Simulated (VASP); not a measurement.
Input of a VASP 6.6.1 run:

File INCAR:

```
SYSTEM = SnCl3
ALGO = Normal ; EDIFF = 1E-6
ENCUT = 520 ; GGA = PE
ISIF = 2 ; ISMEAR = 0
LASPH = .TRUE. ; LCHARG = .FALSE.
LREAL = .FALSE. ; LWAVE = .FALSE.
NBANDS = 26 ; NELM = 80
PREC = Accurate ; SIGMA = 0.1
```

The input KPOINTS:

```
k-points
0
G
  10 10 10
  0 0 0
```

File POSCAR:

```
SnCl3
1.0
    5.0597536910      0.0000000000      0.0000000000
    0.0000000000      5.0597536910      0.0000000000
    0.0000000000      0.0000000000      5.0597536910
Sn Cl
1 3
Direct
    0.5000000000      0.5000000000      0.5000000000
    0.0000000000      0.5000000000      0.5000000000
    0.5000000000      0.0000000000      0.5000000000
    0.5000000000      0.5000000000      0.0000000000
```

Potentials or basis: VASP PAW PBE potentials, release 64 (Sn_d, Cl).

Run with:

```sh
$ cat potpaw_PBE.64/Sn_d/POTCAR potpaw_PBE.64/Cl/POTCAR > POTCAR
$ mpirun -np 1 vasp_std > vasp.out
```

Problem. Predict the pressure.

Solution. 3.8 GPa.

Problem. Predict the band gap on the k mesh.

Solution. Zero (an odd number of electrons rules out a gap without spin polarisation).

Caveat: the cell stands under pressure; spin-orbit coupling is left out, which moves the levels of the heavy elements; an odd number of electrons without spin polarisation forces a metal; a magnetic or distorted state may lie lower.
